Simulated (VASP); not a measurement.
Set up this calculation in VASP 6.6.1, as the native input.

| Item | Value |
| --- | --- |
| Task | electric field gradients |
| Functional | PBEsol |
| Potentials or basis | VASP PAW PBE potentials, release 64 (Sn_d, O) |
| Cutoff | 520 eV |
| k mesh | 8 × 8 × 6 |
| Occupations | fermi-dirac, width 0.01 eV |
| Spin | no spin polarisation |
| Dipole correction | no |
| Further INCAR settings | ALGO = Normal; EDIFF = 1e-08; NBANDS = 28 |

The structure of SnO lies in POSCAR:

```
SnO
1.0
    3.7764824526      0.0000000000      0.0000000000
    0.0000000000      3.7764824526      0.0000000000
    0.0000000000      0.0000000000      4.8035426462
Sn O
2 2
Direct
    0.0000000000      0.5000000000      0.2385000000
    0.5000000000      0.0000000000      0.7615000000
    0.0000000000      0.0000000000      0.0000000000
    0.5000000000      0.5000000000      0.0000000000
```

One way to write it, as run:

INCAR

```
SYSTEM = SnO
PREC     = Accurate       ! precision mode
ENCUT    = 520            ! plane-wave cutoff, eV
EDIFF    = 1E-8           ! SCF threshold, eV
ISMEAR   = -1             ! smearing method
SIGMA    = 0.01           ! smearing width, eV
LREAL    = .FALSE.        ! projectors in reciprocal space
LASPH    = .TRUE.         ! aspherical terms in the spheres
NELM     = 100            ! most SCF steps
ALGO     = Normal         ! electronic algorithm
ISIF     = 2              ! what is computed and relaxed
LWAVE    = .FALSE.        ! write WAVECAR
LCHARG   = .FALSE.        ! write CHGCAR
GGA      = PS             ! functional
LEFG     = .TRUE.       
NBANDS   = 28             ! bands
```

KPOINTS

```
regular mesh
0
G
  8 8 6
  0 0 0
```

Potentials or basis: VASP PAW PBE potentials, release 64 (Sn_d, O).

Run with:

```sh
$ cat potpaw_PBE.64/Sn_d/POTCAR potpaw_PBE.64/O/POTCAR > POTCAR
$ mpirun -np 1 vasp_std > vasp.out
```

It gave:

```yaml
Pressure: 2.2 GPa
Largest_force: 0.454 eV/Å
Band_gap_on_the_k_mesh: zero (bands 20 and 21 overlap by 0.06 eV)
Largest_electric_field_gradient_by_atom: Sn -164.0; O +2.5 V/Å²
```

Caveat: semilocal functionals underestimate gaps, and a narrow one can read as zero; without QUAD_EFG the Cq values of the log hold for a quadrupole moment of 1 mb, not for the nuclei; the PAW data sets were made with another functional, which shifts forces and pressure a little; spin-orbit coupling is left out, which moves the levels of the heavy elements.

Wall time 4.3 min on 1 thread of Intel Xeon 8259CL, with other jobs on the host, peak memory 0.23 GiB.
